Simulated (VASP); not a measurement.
# ZrB2 (P1) in VASP: single point with PBE

Aim: the single point of ZrB2 with PBE.

All numbers are computed with VASP 6.6.1; they aren't measurements. Logs are shortened: lines on timing, memory, paths and dates and some standing lists are left out, and cuts for length are marked.

**1. The cell of the first run**

The typed cell holds 3 atoms: a = 3.124 Å, b = 3.113 Å, c = 3.482 Å, α = 90.11°, β = 90.03°, γ = 119.53°.

**2. Single point, PBE (atoms moved at random and the cell strained at random)**

File INCAR:

```
ALGO     = Normal         # electronic algorithm
EDIFF    = 1E-7           # SCF threshold, eV
ENCUT    = 520            # plane-wave cutoff, eV
GGA      = PE             # functional
ISIF     = 2              # what is computed and relaxed
ISMEAR   = 0              # smearing method
LASPH    = T              # aspherical terms in the spheres
LCHARG   = T              # write CHGCAR
LELF     = T              # ELF
LREAL    = F              # projectors in reciprocal space
LVHAR    = T            
LWAVE    = F              # write WAVECAR
NBANDS   = 16             # bands
NELM     = 100            # most SCF steps
PREC     = Accurate       # precision mode
SIGMA    = 0.1            # smearing width, eV
```

File KPOINTS:

```
k-points
0
Gamma
  14 14 10
```

File POSCAR:

```
ZrB2
1.0
    3.1235066778      0.0158249991     -0.0009178499
   -1.5480484877      2.7009061713     -0.0030221072
   -0.0010208000     -0.0044704000      3.4818080000
Zr B
1 2
Direct
   -0.0005517960     -0.0728318740      0.0409801136
    0.3397354910      0.7186810948      0.4250596591
    0.6608163050      0.3541507792      0.5339630682
```

Potentials or basis: VASP PAW PBE potentials, release 64 (Zr_sv, B).

On the command line:

```sh
cat potpaw_PBE.64/Zr_sv/POTCAR potpaw_PBE.64/B/POTCAR > POTCAR
mpirun -np 1 vasp_std > vasp.out
```

OUTCAR:

```text
EDIFF = 1E-7
   ENCUT = 520
   GGA = PE
   ISIF = 2
   ISMEAR = 0
   LASPH = T
   LREAL = F
   NELM = 100
   PREC = Accurate

 ion  position               nearest neighbor table
   1  0.999  0.927  0.041-   2 2.01   2 2.27   3 2.32   3 2.35   3 2.50   2 2.53   3 2.54   2 2.61
                             3 2.69   3 2.72   2 2.82
   2  0.340  0.719  0.425-   3 1.76   3 1.89   3 1.89   1 2.01   1 2.27   1 2.53   1 2.61   1 2.82

   3  0.661  0.354  0.534-   2 1.76   2 1.89   2 1.89   1 2.32   1 2.35   1 2.50   1 2.54   1 2.69
                             1 2.72

  LATTYP: Found a triclinic cell.
 ALAT       =     3.1404955476
 B/A-ratio  =     0.9946031934
 C/A-ratio  =     1.1086820429
 COS(alpha) =     0.0005935302
 COS(beta)  =     0.0025123230
 COS(gamma) =     0.5060357393

  Lattice vectors:

 A1 = (   1.5754581901,   2.7167311704,  -0.0039399571)
 A2 = (   3.1235066778,   0.0158249991,  -0.0009178499)
 A3 = (   0.0010208000,   0.0044704000,  -3.4818080000)

Analysis of symmetry for initial positions (statically):
=====================================================================
 Subroutine PRICEL returns:
 Original cell was already a primitive cell.

 Routine SETGRP: Setting up the symmetry group for a
 triclinic supercell.

 Subroutine GETGRP returns: Found  1 space group operations
 (whereof  1 operations were pure point group operations)
 out of a pool of  2 trial point group operations.

The static configuration has the point symmetry C_1 .

Analysis of symmetry for dynamics (positions and initial velocities):
=====================================================================
 Subroutine PRICEL returns:
 Original cell was already a primitive cell.

 Routine SETGRP: Setting up the symmetry group for a
 triclinic supercell.

 Subroutine GETGRP returns: Found  1 space group operations
 (whereof  1 operations were pure point group operations)
 out of a pool of  2 trial point group operations.

The dynamic configuration has the point symmetry C_1 .

 Subroutine INISYM returns: Found  1 space group operations
 (whereof  1 operations are pure point group operations),
 and found     1 'primitive' translations

----------------------------------------------------------------------------------------

                                     Primitive cell

  volume of cell :      29.4588

  direct lattice vectors                    reciprocal lattice vectors
     3.123506678  0.015824999 -0.000917850     0.319226095  0.182967654  0.000328509
    -1.548048488  2.700906171 -0.003022107    -0.001870255  0.369174685  0.000473446
    -0.001020800 -0.004470400  3.481808000     0.000082529  0.000368665  0.287207604

  length of vectors
     3.123546900  3.113094505  3.481811019     0.367943705  0.369179726  0.287207852

  position of ions in fractional coordinates (direct lattice)
     0.999448204  0.927168126  0.040980114
     0.339735491  0.718681095  0.425059659
     0.660816305  0.354150779  0.533963068

  ion indices of the primitive-cell ions
   primitive index   ion index
                 1           1
                 2           2
                 3           3

----------------------------------------------------------------------------------------

 KPOINTS: k-points

Automatic generation of k-mesh.
 Grid dimensions read from file:
 generate k-points for:   14   14   10

 Generating k-lattice:

  Cartesian coordinates                     Fractional coordinates (reciprocal lattice)
     0.022801864  0.013069118  0.000023465     0.071428571  0.000000000  0.000000000
    -0.000133590  0.026369620  0.000033818     0.000000000  0.071428571 -0.000000000
     0.000008253  0.000036867  0.028720760     0.000000000  0.000000000  0.100000000

  Length of vectors
     0.026281693  0.026369980  0.028720785

  Shift w.r.t. Gamma in fractional coordinates (k-lattice)
     0.000000000  0.000000000  0.000000000

 Subroutine IBZKPT returns following result:
 ===========================================

 Found    984 irreducible k-points:

 Following reciprocal coordinates:
            Coordinates               Weight
  0.000000  0.000000  0.000000      1.000000
  0.071429  0.000000 -0.000000      2.000000
  0.142857  0.000000  0.000000      2.000000
  0.214286  0.000000 -0.000000      2.000000
  0.285714  0.000000  0.000000      2.000000
  0.357143 -0.000000  0.000000      2.000000
[... 16 lines left out ...]
  0.000000  0.142857 -0.000000      2.000000
  0.071429  0.142857  0.000000      2.000000
 [... further k-points ...]
   k-points           NKPTS =    984   k-points in BZ     NKDIM =    984   number of bands    NBANDS=     16
   number of dos      NEDOS =    301   number of ions     NIONS =      3
   total plane-waves  NPLWV =  16128
   dimension x,y,z NGX =    24 NGY =   24 NGZ =   28
   dimension x,y,z NGXF=    48 NGYF=   48 NGZF=   56
   ions per type =               1   2
   NGX,Y,Z   is equivalent  to a cutoff of  12.77, 12.82, 13.37 a.u.
   NGXF,Y,Z  is equivalent  to a cutoff of  25.55, 25.63, 26.74 a.u.
 SYSTEM =  unknown system
   PREC   = accura    normal or accurate (medium, high low for compatibility)
   ISTART =      0    job   : 0-new  1-cont  2-samecut
   ICHARG =      2    charge: 1-file 2-atom 10-const
   ISPIN  =      1    spin polarized calculation?
   LNONCOLLINEAR =      F non collinear calculations
   LSORBIT =      F    spin-orbit coupling
   LASPH  =      T    aspherical Exc in radial PAW
   ENCUT  =  520.0 eV  38.22 Ry    6.18 a.u.   5.81  5.79  6.47*2*pi/ulx,y,z
   NELM   =    100;   NELMIN=  2; NELMDL= -5     # of ELM steps
   EDIFF  = 0.1E-06   stopping-criterion for ELM
   LREAL  =      F    real-space projection
   EDIFFG = 0.1E-05   stopping-criterion for IOM
   NSW    =      0    number of steps for IOM
   IBRION =     -1    ionic relax: 0-MD 1-quasi-New 2-CG
   NFREE  =      0    steps in history (QN), initial steepest desc. (CG)
   ISIF   =      2    stress and relaxation
   ISYM   =      2    0-nonsym 1-usesym 2-fastsym
   POTIM  = 0.5000    time-step for ionic-motion
   TEBEG  =    0.0;   TEEND  =   0.0 temperature during run
   PSTRESS=    0.0 pullay stress
   NELECT =      18.0000    total number of electrons
   NUPDOWN=      -1.0000    fix difference up-down
   EMIN   =  10.00;   EMAX   =-10.00  energy-range for DOS
   EFERMI =   0.00;   METHOD = LEGACY
   ISMEAR =     0;   SIGMA  =   0.10  broadening in eV -4-tet -1-fermi 0-gaus
   EFERMI_NEDOS =   21; number of points for ismear=-14 and -15
   IALGO  =     38    algorithm
   IMIX   =      4    mixing-type and parameters
     AMIX     =   0.40;   BMIX     =  1.00
     AMIX_MAG =   1.60;   BMIX_MAG =  1.00
  volume/ion in A,a.u.               =       9.82        66.27
  Fermi-wavevector in a.u.,A,eV,Ry     =   1.389187  2.625182 26.257057  1.929839
  Thomas-Fermi vector in A             =   2.513241
   LORBIT       =      0    0 simple, 1 ext, 2 COOP (PROOUT), +10 PAW based schemes
   GGA     = PE    functional components
   LHFCALC =     F    Hartree Fock is set to
   AEXX    =    0.0000 exact exchange contribution
   IVDW    =     0    specifies the selected vdW correction
   LEPSILON=     F    determine dielectric tensor
   LRPA    =     F    only Hartree local field effects (RPA)
 non-spin polarized calculation
 Gauss-broadening in eV      SIGMA  =   0.10
  energy-cutoff  :      520.00
  volume of cell :       29.46
 maximum number of plane-waves:       806
   NGX = 11   NGY = 11   NGZ = 13

 number of electron      18.0000000 magnetization

 Free energy of the ion-electron system (eV)
  ---------------------------------------------------
  ext. energy  EPLUGINS =         0.00000000
  ---------------------------------------------------
  free energy    TOTEN  =       -23.00638422 eV

  energy without entropy =      -23.00521058  energy(sigma->0) =      -23.00579740

 E-fermi :  10.8059     XC(G=0): -12.5870

 val. band max:       10.7986764363   @ k =  -0.0714   0.0714   0.4000
 cond. band min:      10.8075912425   @ k =  -0.1429  -0.2857   0.1000
 fundamental gap:      0.0089148061
 Fermi energy:        10.8058968064

 k-point     1 :       0.0000    0.0000    0.0000
  band No.  band energies     occupation
      1     -37.4398      2.00000
      2     -15.7744      2.00000
      3     -15.1326      2.00000
      4     -15.0277      2.00000
      5      -1.7522      2.00000
      6       6.9845      2.00000
[... 8 lines left out ...]
     15      17.4485      0.00000
     16      18.4429      0.00000

 k-point     2 :       0.0714    0.0000   -0.0000
  band No.  band energies     occupation
      1     -37.4329      2.00000
      2     -15.7655      2.00000
      3     -15.1787      2.00000
      4     -15.0537      2.00000
      5      -1.6440      2.00000
      6       7.0038      2.00000
[... 8 lines left out ...]
     15      17.6514      0.00000
     16      18.3544      0.00000

 k-point     3 :       0.1429    0.0000    0.0000
  band No.  band energies     occupation
      1     -37.4135      2.00000
      2     -15.7417      2.00000
      3     -15.3276      2.00000
      4     -15.1018      2.00000
      5      -1.3305      2.00000
      6       6.8967      2.00000
[... 8 lines left out ...]
     15      18.0112      0.00000
     16      18.8284      0.00000

 k-point     4 :       0.2143    0.0000   -0.0000
  band No.  band energies     occupation
      1     -37.3853      2.00000
      2     -15.7189      2.00000
      3     -15.5383      2.00000
      4     -15.1556      2.00000
      5      -0.8397      2.00000
      6       6.1321      2.00000
[... 8 lines left out ...]
     15      18.8543      0.00000
     16      19.6551      0.00000

 k-point     5 :       0.2857    0.0000    0.0000
  band No.  band energies     occupation
      1     -37.3538      2.00000
      2     -15.8318      2.00000
      3     -15.6281      2.00000
      4     -15.2102      2.00000
      5      -0.2051      2.00000
      6       5.1801      2.00000
[... 8 lines left out ...]
     15      19.8142      0.00000
     16      20.8901      0.00000

 k-point     6 :       0.3571   -0.0000    0.0000
  band No.  band energies     occupation
      1     -37.3252      2.00000
      2     -16.0337      2.00000
      3     -15.6025      2.00000
      4     -15.2569      2.00000
      5       0.5424      2.00000
      6       4.2107      2.00000
[... 8 lines left out ...]
     15      20.2691      0.00000
     16      21.6867      0.00000
[... 267 lines left out ...]
 k-point    21 :      -0.1429    0.0714   -0.0000
  band No.  band energies     occupation
      1     -37.4191      2.00000
      2     -15.7510      2.00000
      3     -15.3022      2.00000
      4     -15.0679      2.00000
      5      -1.4290      2.00000
      6       6.9700      2.00000
[... 8 lines left out ...]
     15      18.4853      0.00000
     16      18.7449      0.00000

 k-point    22 :      -0.0714    0.0714   -0.0000
  band No.  band energies     occupation
      1     -37.4325      2.00000
      2     -15.7661      2.00000
      3     -15.1887      2.00000
      4     -15.0453      2.00000
      5      -1.6435      2.00000
      6       7.0151      2.00000
[... 8 lines left out ...]
     15      17.8886      0.00000
     16      18.5114      0.00000

 k-point    23 :       0.0000    0.1429   -0.0000
  band No.  band energies     occupation
      1     -37.4134      2.00000
      2     -15.7401      2.00000
      3     -15.2562      2.00000
      4     -15.1712      2.00000
      5      -1.3446      2.00000
      6       6.8443      2.00000
[... 8 lines left out ...]
     15      17.7812      0.00000
     16      18.8985      0.00000

 k-point    24 :       0.0714    0.1429    0.0000
  band No.  band energies     occupation
      1     -37.3964      2.00000
      2     -15.7169      2.00000
      3     -15.3798      2.00000
      4     -15.2189      2.00000
      5      -1.0526      2.00000
      6       6.3387      2.00000
[... 8 lines left out ...]
     15      18.2482      0.00000
     16      19.3496      0.00000

 [... further k-points ...]

------------------------ aborting loop because EDIFF is reached ----------------------------------------

  FORCE on cell =-STRESS in cart. coord.  units (eV):
  Direction    XX          YY          ZZ          XY          YZ          ZX
  --------------------------------------------------------------------------------------
  -------------------------------------------------------------------------------------
  Total        6.4879252      4.4351988      6.9055938     -1.5349372     -2.6003428      3.2414324
  in kB      352.8589268    241.2172509    375.5746768    -83.4806629   -141.4248971    176.2918539
  external PRESSURE =     323.2169515 kB  Pullay stress =       0.0000000 kB

 VOLUME and BASIS-vectors are now :
 -----------------------------------------------------------------------------
  energy-cutoff  :      520.00
  volume of cell :       29.46
      direct lattice vectors                 reciprocal lattice vectors
     3.123506678  0.015824999 -0.000917850     0.319226095  0.182967654  0.000328509
    -1.548048488  2.700906171 -0.003022107    -0.001870255  0.369174685  0.000473446
    -0.001020800 -0.004470400  3.481808000     0.000082529  0.000368665  0.287207604

 POSITION                                       TOTAL-FORCE (eV/Angst)
 -----------------------------------------------------------------------------------
      1.68644      2.51983      0.13897        -3.368334      4.557958     -4.783977
     -0.05182      1.94457      1.47749         2.864023     -3.520181      5.352270
      1.51528      0.96460      1.85748         0.504311     -1.037777     -0.568293
 -----------------------------------------------------------------------------------
    total drift:                                0.000034     -0.000035      0.000061

  FREE ENERGIE OF THE ION-ELECTRON SYSTEM (eV)
  ---------------------------------------------------
  free  energy   TOTEN  =       -23.0063842220 eV

  energy  without entropy=      -23.0052105782  energy(sigma->0) =      -23.00579740
```

Wall time 2.2 min (1 thread of Intel Xeon 6975P-C (Granite Rapids), shared host); peak memory 0.53 GiB.

What came out:

```
Free energy            : -23.0064 eV
Pressure               : 32.3 GPa
Largest force          : 7.417 eV/Å
Band gap on the k mesh : zero (bands 9 and 10 overlap by 0.42 eV)
```

Forces on the atoms (eV/Å):
```
Zr  -3.368  4.558 -4.784
B    2.864 -3.520  5.352
B    0.504 -1.038 -0.568
```

Caveat: the cell differs from its parent crystal (atoms moved at random and the cell strained at random); the cell stands under pressure; forces of over 1 eV/Å act on the atoms, so gaps and moduli don't describe the material at rest.
